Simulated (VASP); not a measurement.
# InPd: single point with PBEsol

Crystal: InPd.

```xyz
2
Lattice="3.2719 0.0000 0.0000 0.0000 3.2719 0.0000 0.0000 0.0000 3.2719" Properties=species:S:1:pos:R:3 pbc="T T T"
In    0.0000    0.0000    0.0000
Pd    1.6359    1.6359    1.6359
```

```yaml
Program: VASP 6.6.1
Task: single point
Functional: PBEsol
Potentials_or_basis: VASP PAW PBE potentials, release 64 (In_d, Pd)
Cutoff: 500 eV
k_mesh: 10 × 10 × 10
Occupations: gaussian, width 0.05 eV
Spin: no spin polarisation
```

```
Pressure : -2.5 GPa
```

Levels at points of the mesh, in eV from the Fermi level:
```tsv
k point	band 7	band 8	band 9	band 10	band 11	band 12	band 13	band 14	band 15	band 16
(0.00, 0.00, 0.00)	-3.93	-3.93	-2.39	-2.39	-2.39	4.06	4.06	4.06	9.25	10.48
(0.50, 0.00, 0.00)	-6.16	-3.92	-3.38	-3.38	-2.46	-1.23	9.41	9.41	9.78	10.57
(0.50, 0.50, 0.00)	-3.62	-2.80	-2.80	-2.48	-2.48	-1.81	1.33	2.32	9.31	11.18
(0.50, 0.50, 0.50)	-5.00	-5.00	-1.77	-1.77	-0.24	3.64	3.64	3.64	4.27	4.27
```

Wall time 11 s on 1 thread of AMD EPYC 9R45 96-Core Processor (Zen 5), on a shared host, peak memory 0.13 GiB.

Caveat: the PAW data sets were made with another functional, which shifts forces and pressure a little; spin-orbit coupling is left out, which moves the levels of the heavy elements.
